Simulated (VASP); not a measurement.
Runs of VASP 6.6.1 on SnTe. The structure is cubic, space group Fm-3m (No. 225). The conventional cell has a = 6.379 Å, b = 6.379 Å, c = 6.379 Å, α = 90.00°, β = 90.00°, γ = 90.00°. Sn (site symmetry m-3m) has 6 Te at 3.19 Å within 4.2 Å. Te (site symmetry m-3m) has 6 Sn at 3.19 Å within 4.2 Å. 

```tsv
level	potentials or basis	spin	k mesh	cutoff (eV)	gap on the mesh (eV)	pressure (GPa)
r2SCAN	VASP PAW PBE potentials, release 64 (Sn_d, Te)	off	4 × 4 × 4	550	0.15	(a)
PBE	VASP PAW PBE potentials, release 64 (Sn_d, Te)	non-collinear, zero start, SOC	4 × 4 × 4	500	-	(b)
PBEsol	VASP PAW PBE potentials, release 64 (Sn_d, Te)	off	6 × 6 × 6	500	0.04	-1.9
LDA	VASP PAW LDA potentials, release 64 (Sn_d, Te)	off	4 × 4 × 4	500	0.01	-3.3
```

Alike in all rows: task single point; cell as given; smearing fermi-dirac 0.02 eV.

Question: Fill in the values left out.

Answer: (a) 0.0; (b) -0.1.

Caveats: some runs use coarse meshes; spin-orbit coupling is left out, which moves the levels of the heavy elements (some runs); the PAW data sets were made with another functional, which shifts forces and pressure a little (some runs).

A k mesh can miss the band edges, and rows without SOC leave out spin-orbit coupling on Sn, Te.
